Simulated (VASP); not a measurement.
Cr: single point with PBEsol

The system is Cr.

```xyz
3
Lattice="4.1859 0.0000 0.0000 -2.0930 3.6251 0.0000 0.0000 0.0000 2.2551" Properties=species:S:1:pos:R:3 pbc="T T T"
Cr    0.0000    0.0000    0.0000
Cr    0.0000    2.4167    1.1276
Cr    2.0930    1.2084    1.1276
```

This isn't the form of Cr at room conditions, which is bcc.

| Property | Result |
| --- | --- |
| Program | VASP 6.6.1 |
| Task | single point |
| Functional | PBEsol |
| Potentials or basis | VASP PAW PBE potentials, release 64 (Cr_pv) |
| Cutoff | 520 eV |
| k mesh | 10 × 10 × 16 |
| Occupations | fermi-dirac, width 0.05 eV |
| Spin | collinear spin, ferromagnetic start |
| Starting moments | [1.5, 1.5, 1.5] μB |
| Dipole correction | no |
| Further INCAR settings | ALGO = Normal; EDIFF = 1e-06; NBANDS = 29 |

```
Pressure                                              : -0.3 GPa
Band gap on the k mesh                                : zero (filled and empty bands overlap)
Net moment                                            : 0.00 μB per cell
Valence electrons inside the program's atomic spheres : Cr 11.09, 11.15 (each value once)
```

Stress tensor (GPa, compression positive):
```
-0.65  0.00  0.00
 0.00 -0.65  0.00
 0.00  0.00  0.46
```

Levels at points of the mesh, in eV from the Fermi level:
Spin up:
| k point | band 16 | band 17 | band 18 | band 19 | band 20 | band 21 |
| --- | --- | --- | --- | --- | --- | --- |
| (0.00, 0.00, 0.00) | -2.15 | -1.92 | -0.36 | -0.36 | 1.39 | 1.39 |
| (0.50, 0.00, 0.00) | -1.89 | -1.73 | 0.47 | 0.80 | 1.41 | 1.53 |
| (0.00, 0.00, 0.50) | -0.99 | -0.99 | 0.09 | 0.09 | 1.61 | 1.61 |
| (0.50, 0.00, 0.50) | -1.37 | -0.18 | -0.11 | 0.91 | 1.01 | 1.59 |
Spin down:
| k point | band 16 | band 17 | band 18 | band 19 | band 20 | band 21 |
| --- | --- | --- | --- | --- | --- | --- |
| (0.00, 0.00, 0.00) | -2.15 | -1.92 | -0.36 | -0.36 | 1.39 | 1.39 |
| (0.50, 0.00, 0.00) | -1.89 | -1.73 | 0.47 | 0.80 | 1.41 | 1.53 |
| (0.00, 0.00, 0.50) | -0.99 | -0.99 | 0.09 | 0.09 | 1.61 | 1.61 |
| (0.50, 0.00, 0.50) | -1.37 | -0.18 | -0.11 | 0.91 | 1.01 | 1.59 |

Wall time 110 s on 1 thread of Intel(R) Xeon(R) Platinum 8559C (Emerald Rapids), on a shared host, peak memory 0.28 GiB.

Caveat: the PAW data sets were made with another functional, which shifts forces and pressure a little.
